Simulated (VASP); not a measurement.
# Ag (I4/mmm) in VASP: a series of runs

Runs on Ag. Level: PBE. Tasks: single point.

Everything below comes from runs of VASP 6.6.1. Logs are shortened: lines on timing, memory, paths and dates and some standing lists are left out, and cuts for length are marked.

## 1. The cell of the first run

Symmetry: I4/mmm, No. 139, tetragonal system. Conventional cell: a = 3.121 Å, b = 3.121 Å, c = 4.250 Å, α = 90.00°, β = 90.00°, γ = 90.00°. Ag (site symmetry 4/mmm) has 12 Ag at 3.06 to 3.12 Å within 4.0 Å.

## 2. Single point, PBE (strain +0.080 along x and y, +0.040 along z)

INCAR

```
SYSTEM = Ag
ALGO = Fast
EDIFF = 1E-7
ENCUT = 520
GGA = PE
ISIF = 2
ISMEAR = 0
LASPH = .True.
LCHARG = .False.
LREAL = .False.
LWAVE = .False.
NBANDS = 12
NELM = 100
PREC = Accurate
SIGMA = 0.15
```

KPOINTS

```
k-points
0
Gamma
  20 20 20
  0 0 0
```

POSCAR

```
Ag
1.0
    0.0000000000      2.2065480000      2.1248240000
    2.2065480000      0.0000000000      2.1248240000
    2.2065480000      2.2065480000      0.0000000000
Ag
1
Direct
    0.0000000000      0.0000000000      0.0000000000
```

Potentials or basis: VASP PAW PBE potentials, release 64 (Ag).

Started as:

```
$ cat potpaw_PBE.64/Ag/POTCAR > POTCAR
$ mpirun -np 1 vasp_std > vasp.out
```

OUTCAR:

```text
SYSTEM = Ag
   EDIFF = 1E-7
   ENCUT = 520
   GGA = PE
   ISIF = 2
   ISMEAR = 0
   LASPH = .True.
   LREAL = .False.
   NELM = 100
   PREC = Accurate

 ion  position               nearest neighbor table
   1  0.000  0.000  0.000-

  LATTYP: Found a body centered tetragonal cell.
 ALAT       =     3.1205301076
 C/A-ratio  =     1.3618352823

  Lattice vectors:

 A1 = (   0.0000000000,  -2.2065480000,  -2.1248240000)
 A2 = (   0.0000000000,   2.2065480000,  -2.1248240000)
 A3 = (   2.2065480000,   0.0000000000,   2.1248240000)

Analysis of symmetry for initial positions (statically):
=====================================================================
 Subroutine PRICEL returns:
 Original cell was already a primitive cell.

 Routine SETGRP: Setting up the symmetry group for a
 body centered tetragonal supercell.

 Subroutine GETGRP returns: Found 16 space group operations
 (whereof 16 operations were pure point group operations)
 out of a pool of 16 trial point group operations.

The static configuration has the point symmetry D_4h.

Analysis of symmetry for dynamics (positions and initial velocities):
=====================================================================
 Subroutine PRICEL returns:
 Original cell was already a primitive cell.

 Routine SETGRP: Setting up the symmetry group for a
 body centered tetragonal supercell.

 Subroutine GETGRP returns: Found 16 space group operations
 (whereof 16 operations were pure point group operations)
 out of a pool of 16 trial point group operations.

The dynamic configuration has the point symmetry D_4h.

 Subroutine INISYM returns: Found 16 space group operations
 (whereof 16 operations are pure point group operations),
 and found     1 'primitive' translations

----------------------------------------------------------------------------------------

                                     Primitive cell

  volume of cell :      20.6909

  direct lattice vectors                    reciprocal lattice vectors
     0.000000000  2.206548000  2.124824000    -0.226598288  0.226598288  0.235313607
     2.206548000  0.000000000  2.124824000     0.226598288 -0.226598288  0.235313607
     2.206548000  2.206548000  0.000000000     0.226598288  0.226598288 -0.235313607

  length of vectors
     3.063287631  3.063287631  3.120530108     0.397575228  0.397575228  0.397575228

  position of ions in fractional coordinates (direct lattice)
     0.000000000  0.000000000  0.000000000

  ion indices of the primitive-cell ions
   primitive index   ion index
                 1           1

----------------------------------------------------------------------------------------

 KPOINTS: k-points

Automatic generation of k-mesh.
 Grid dimensions read from file:
 generate k-points for:   20   20   20

 Generating k-lattice:

  Cartesian coordinates                     Fractional coordinates (reciprocal lattice)
    -0.011329914  0.011329914  0.011765680     0.050000000 -0.000000000  0.000000000
     0.011329914 -0.011329914  0.011765680    -0.000000000  0.050000000  0.000000000
     0.011329914  0.011329914 -0.011765680     0.000000000  0.000000000  0.050000000

  Length of vectors
     0.019878761  0.019878761  0.019878761

  Shift w.r.t. Gamma in fractional coordinates (k-lattice)
     0.000000000  0.000000000  0.000000000

 Subroutine IBZKPT returns following result:
 ===========================================

 Found    641 irreducible k-points:

 Following reciprocal coordinates:
            Coordinates               Weight
  0.000000  0.000000  0.000000      1.000000
  0.050000  0.000000  0.000000      8.000000
  0.100000  0.000000  0.000000      8.000000
  0.150000  0.000000  0.000000      8.000000
  0.200000  0.000000  0.000000      8.000000
  0.250000  0.000000  0.000000      8.000000
[... 16 lines left out ...]
 -0.400000  0.050000  0.000000      8.000000
 -0.350000  0.050000  0.000000      8.000000
 [... further k-points ...]
   k-points           NKPTS =    641   k-points in BZ     NKDIM =    641   number of bands    NBANDS=     12
   number of dos      NEDOS =    301   number of ions     NIONS =      1
   total plane-waves  NPLWV =  13824
   dimension x,y,z NGX =    24 NGY =   24 NGZ =   24
   dimension x,y,z NGXF=    48 NGYF=   48 NGZF=   48
   ions per type =               1
   NGX,Y,Z   is equivalent  to a cutoff of  13.02, 13.02, 12.79 a.u.
   NGXF,Y,Z  is equivalent  to a cutoff of  26.05, 26.05, 25.57 a.u.
 SYSTEM =  Ag
   PREC   = accura    normal or accurate (medium, high low for compatibility)
   ISTART =      0    job   : 0-new  1-cont  2-samecut
   ICHARG =      2    charge: 1-file 2-atom 10-const
   ISPIN  =      1    spin polarized calculation?
   LNONCOLLINEAR =      F non collinear calculations
   LSORBIT =      F    spin-orbit coupling
   LASPH  =      T    aspherical Exc in radial PAW
   ENCUT  =  520.0 eV  38.22 Ry    6.18 a.u.   5.70  5.70  5.80*2*pi/ulx,y,z
   NELM   =    100;   NELMIN=  2; NELMDL= -5     # of ELM steps
   EDIFF  = 0.1E-06   stopping-criterion for ELM
   LREAL  =      F    real-space projection
   EDIFFG = 0.1E-05   stopping-criterion for IOM
   NSW    =      0    number of steps for IOM
   IBRION =     -1    ionic relax: 0-MD 1-quasi-New 2-CG
   NFREE  =      0    steps in history (QN), initial steepest desc. (CG)
   ISIF   =      2    stress and relaxation
   ISYM   =      2    0-nonsym 1-usesym 2-fastsym
   POTIM  = 0.5000    time-step for ionic-motion
   TEBEG  =    0.0;   TEEND  =   0.0 temperature during run
   PSTRESS=    0.0 pullay stress
   NELECT =      11.0000    total number of electrons
   NUPDOWN=      -1.0000    fix difference up-down
   EMIN   =  10.00;   EMAX   =-10.00  energy-range for DOS
   EFERMI =   0.00;   METHOD = LEGACY
   ISMEAR =     0;   SIGMA  =   0.15  broadening in eV -4-tet -1-fermi 0-gaus
   EFERMI_NEDOS =   21; number of points for ismear=-14 and -15
   IALGO  =     68    algorithm
   IMIX   =      4    mixing-type and parameters
     AMIX     =   0.40;   BMIX     =  1.00
     AMIX_MAG =   1.60;   BMIX_MAG =  1.00
  volume/ion in A,a.u.               =      20.69       139.63
  Fermi-wavevector in a.u.,A,eV,Ry     =   1.326211  2.506175 23.930396  1.758834
  Thomas-Fermi vector in A             =   2.455614
   LORBIT       =      0    0 simple, 1 ext, 2 COOP (PROOUT), +10 PAW based schemes
   GGA     = PE    functional components
   LHFCALC =     F    Hartree Fock is set to
   AEXX    =    0.0000 exact exchange contribution
   IVDW    =     0    specifies the selected vdW correction
   LEPSILON=     F    determine dielectric tensor
   LRPA    =     F    only Hartree local field effects (RPA)
 non-spin polarized calculation
 RMM-DIIS sequential band-by-band and
 Gauss-broadening in eV      SIGMA  =   0.15
  energy-cutoff  :      520.00
  volume of cell :       20.69
 maximum number of plane-waves:       572
   NGX = 11   NGY = 11   NGZ = 11

 number of electron      11.0000001 magnetization

 Free energy of the ion-electron system (eV)
  ---------------------------------------------------
  ext. energy  EPLUGINS =         0.00000000
  ---------------------------------------------------
  free energy    TOTEN  =        -2.62736767 eV

  energy without entropy =       -2.62438930  energy(sigma->0) =       -2.62587848

 E-fermi :   6.0613     XC(G=0): -11.0930

 val. band max:        6.0535958159   @ k =  -0.1500   0.3500   0.2500
 cond. band min:       6.0726766810   @ k =   0.5000   0.3500   0.1500
 fundamental gap:      0.0190808651
 Fermi energy:         6.0612948666

 k-point     1 :       0.0000    0.0000    0.0000
  band No.  band energies     occupation
      1      -0.4403      2.00000
      2       1.7606      2.00000
      3       1.7606      2.00000
      4       1.9277      2.00000
      5       2.4548      2.00000
      6       2.6245      2.00000
      7      21.5222      0.00000
      8      23.8737      0.00000
      9      23.8737      0.00000
     10      24.0939      0.00000
     11      28.3183      0.00000
     12      28.3568      0.00000

 k-point     2 :       0.0500    0.0000    0.0000
  band No.  band energies     occupation
      1      -0.3730      2.00000
      2       1.7587      2.00000
      3       1.7767      2.00000
      4       1.9331      2.00000
      5       2.4511      2.00000
      6       2.6172      2.00000
      7      21.4815      0.00000
      8      23.2459      0.00000
      9      23.8549      0.00000
     10      24.0099      0.00000
     11      28.0793      0.00000
     12      28.4821      0.00000

 k-point     3 :       0.1000    0.0000    0.0000
  band No.  band energies     occupation
      1      -0.1767      2.00000
      2       1.7489      2.00000
      3       1.8191      2.00000
      4       1.9570      2.00000
      5       2.4457      2.00000
      6       2.5996      2.00000
      7      20.9390      0.00000
      8      22.3004      0.00000
      9      23.7909      0.00000
     10      23.9477      0.00000
     11      27.4613      0.00000
     12      28.3522      0.00000

 k-point     4 :       0.1500    0.0000    0.0000
  band No.  band energies     occupation
      1       0.1261      2.00000
      2       1.7454      2.00000
      3       1.8684      2.00000
      4       1.9989      2.00000
      5       2.4567      2.00000
      6       2.5859      2.00000
      7      19.3986      0.00000
      8      22.1119      0.00000
      9      23.6598      0.00000
     10      23.8497      0.00000
     11      26.9085      0.00000
     12      27.8698      0.00000

 k-point     5 :       0.2000    0.0000    0.0000
  band No.  band energies     occupation
      1       0.4695      2.00000
      2       1.8210      2.00000
      3       1.8959      2.00000
      4       2.0346      2.00000
      5       2.5101      2.00000
      6       2.5997      2.00000
      7      17.5982      0.00000
      8      22.0140      0.00000
      9      23.4324      0.00000
     10      23.7041      0.00000
     11      26.6369      0.00000
     12      27.2746      0.00000
[... 228 lines left out ...]
      1       0.7192      2.00000
      2       1.7519      2.00000
      3       1.8664      2.00000
      4       2.9707      2.00000
      5       3.1484      2.00000
      6       6.2019      0.18507
      7       8.7692      0.00000
      8      20.5706      0.00000
      9      21.1959      0.00000
     10      21.9703      0.00000
     11      26.2484      0.00000
     12      26.7775      0.00000

 k-point    22 :      -0.4500    0.0500    0.0000
  band No.  band energies     occupation
      1       0.7245      2.00000
      2       1.7529      2.00000
      3       1.8713      2.00000
      4       2.9880      2.00000
      5       3.1102      2.00000
      6       5.9485      1.71223
      7       9.0709      0.00000
      8      20.6284      0.00000
      9      21.4585      0.00000
     10      21.7084      0.00000
     11      26.1209      0.00000
     12      26.7889      0.00000

 k-point    23 :      -0.4000    0.0500    0.0000
  band No.  band energies     occupation
      1       0.7531      2.00000
      2       1.7733      2.00000
      3       1.8958      2.00000
      4       2.9454      2.00000
      5       3.0165      2.00000
      6       4.9981      2.00000
      7      10.3185      0.00000
      8      20.7869      0.00000
      9      21.6131      0.00000
     10      21.9060      0.00000
     11      26.0219      0.00000
     12      26.7561      0.00000

 k-point    24 :      -0.3500    0.0500    0.0000
  band No.  band energies     occupation
      1       0.7957      2.00000
      2       1.8103      2.00000
      3       1.9353      2.00000
      4       2.8354      2.00000
      5       2.8806      2.00000
      6       4.0273      2.00000
      7      11.8527      0.00000
      8      20.9971      0.00000
      9      21.7090      0.00000
     10      22.5204      0.00000
     11      25.9509      0.00000
     12      26.6172      0.00000

 [... further k-points ...]

------------------------ aborting loop because EDIFF is reached ----------------------------------------

  FORCE on cell =-STRESS in cart. coord.  units (eV):
  Direction    XX          YY          ZZ          XY          YZ          ZX
  --------------------------------------------------------------------------------------
  -------------------------------------------------------------------------------------
  Total       -1.1633334     -1.1633334     -1.0773953      0.0000000     -0.0000000      0.0000000
  in kB      -90.0813861    -90.0813861    -83.4268649      0.0000000     -0.0000000      0.0000000
  external PRESSURE =     -87.8632123 kB  Pullay stress =       0.0000000 kB

 VOLUME and BASIS-vectors are now :
 -----------------------------------------------------------------------------
  energy-cutoff  :      520.00
  volume of cell :       20.69
      direct lattice vectors                 reciprocal lattice vectors
     0.000000000  2.206548000  2.124824000    -0.226598288  0.226598288  0.235313607
     2.206548000  0.000000000  2.124824000     0.226598288 -0.226598288  0.235313607
     2.206548000  2.206548000  0.000000000     0.226598288  0.226598288 -0.235313607

 POSITION                                       TOTAL-FORCE (eV/Angst)
 -----------------------------------------------------------------------------------
      0.00000      0.00000      0.00000        -0.000000      0.000000      0.000000
 -----------------------------------------------------------------------------------
    total drift:                               -0.000000      0.000000     -0.000000

  FREE ENERGIE OF THE ION-ELECTRON SYSTEM (eV)
  ---------------------------------------------------
  free  energy   TOTEN  =        -2.6273676673 eV

  energy  without entropy=       -2.6243893025  energy(sigma->0) =       -2.62587848
```

It took 56 s on 1 thread of Intel Xeon 6975P-C (Granite Rapids), shared host; peak memory 0.26 GiB.

What came out:

```
Free energy : -2.6274 eV
Pressure    : -8.8 GPa
```

Levels at points of the mesh, in eV from the Fermi level:
| k point | band 3 | band 4 | band 5 | band 6 | band 7 | band 8 | band 9 | band 10 |
| --- | --- | --- | --- | --- | --- | --- | --- | --- |
| (0.00, 0.00, 0.00) | -4.30 | -4.13 | -3.61 | -3.44 | 15.46 | 17.81 | 17.81 | 18.03 |
| (0.50, 0.00, 0.00) | -4.17 | -2.99 | -2.91 | 0.06 | 2.61 | 14.53 | 15.44 | 16.43 |
| (0.50, 0.50, 0.00) | -2.98 | -2.80 | -2.80 | 2.12 | 5.88 | 9.26 | 9.26 | 14.44 |
| (0.50, 0.00, 0.50) | -2.98 | -2.87 | -2.75 | 1.56 | 5.06 | 9.86 | 9.89 | 15.10 |

Caveat: the cell differs from its parent crystal (strain +0.080 along x and y, +0.040 along z).

(Continued in part 2 of 2.)
